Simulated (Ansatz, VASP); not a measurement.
## Sb: VASP beside Ansatz

File INCAR:

```
SYSTEM = Sb
AGGAC = 1.0
AGGAX = 1.0
ALDAC = 0.0
ALDAX = 1.0
ALGO = Normal
EDIFF = 1E-6
EDIFFG = -0.01
ENCUT = 600
GGA = B5
IBRION = 2
ISIF = 3
ISMEAR = -1
IVDW = 12
LASPH = .True.
LCHARG = .False.
LREAL = .False.
LWAVE = .False.
NELM = 60
NSW = 60
PREC = Accurate
SIGMA = 0.05
VDW_A1 = 0.4298
VDW_A2 = 4.2359
VDW_S6 = 1.0
VDW_S8 = 2.6996
```

The input KPOINTS:

```
k-points
0
Gamma
  12 12 12
  0 0 0
```

File POSCAR:

```
Sb
1.0
   -1.5765401831      1.5765401831      2.7119384313
    1.5765401831     -1.5765401831      2.7119384313
    1.5765401831      1.5765401831     -2.7119384313
Sb
1
Direct
    0.0000000000      0.0000000000      0.0000000000
```

File input.yaml:

```yaml
crystal:
  lattice:
    - [-1.5765401831, 1.5765401831, 2.7119384313]
    - [1.5765401831, -1.5765401831, 2.7119384313]
    - [1.5765401831, 1.5765401831, -2.7119384313]
  atoms:
    - { symbol: Sb, position: [0.0, 0.0, 0.0] }
hamiltonian:
  xc: blyp
  pseudopotentials: { kind: paw }
  dispersion: d3bj
kpoints:
  mp_grid: { grid: [12, 12, 12] }
scf:
  occupations: { method: fermi_dirac, width: 0.05 }
output:
  forces: true
  stress: true
  eigenvalues: true
  write_density: true
  write_potential: true
  elf: true
  volumetric_format: npy
relax:
  f_tol: 0.01
  max_steps: 40
  cell: { stress_tol: 0.05 }
```

Alike in both runs: task relaxation of cell and atoms; functional BLYP; dispersion D3(BJ); k mesh 12 × 12 × 12; occupations fermi-dirac, width 0.05 eV; no spin polarisation.

|  | VASP | Ansatz |
| --- | --- | --- |
| version | VASP 6.6.1 | Ansatz 0.2.0 |
| potentials or method | VASP PAW PBE potentials, release 64 (Sb) | Ansatz PAW |
| plane-wave cutoff (eV) | 600 | 420 |
| valence electrons in the cell | 5 | 15 |

|  | VASP | Ansatz | Ansatz less VASP |
| --- | --- | --- | --- |
| gap on the k mesh at the Fermi level, each at its own relaxed structure (eV) | none | none | - |
| relaxed volume (Å³/atom) | 27.46 | 27.35 | -0.115 |
| relaxed length of the cell vector where the two differ most in proportion (Å) | 3.574 | 3.570 | -0.0040 |

VASP's potentials were made for PBE, not for BLYP. A gap of «none» marks a metal or a gap that the smearing closes. VASP's potentials hold 5 valence electrons a cell and Ansatz's 15, so a difference there can come from the potentials and not from the codes.

Spin-orbit coupling is off throughout. Noted on Ansatz's run: the plane-wave basis is chosen anew once the cell has moved, so the energies of steps on either side of that aren't comparable.
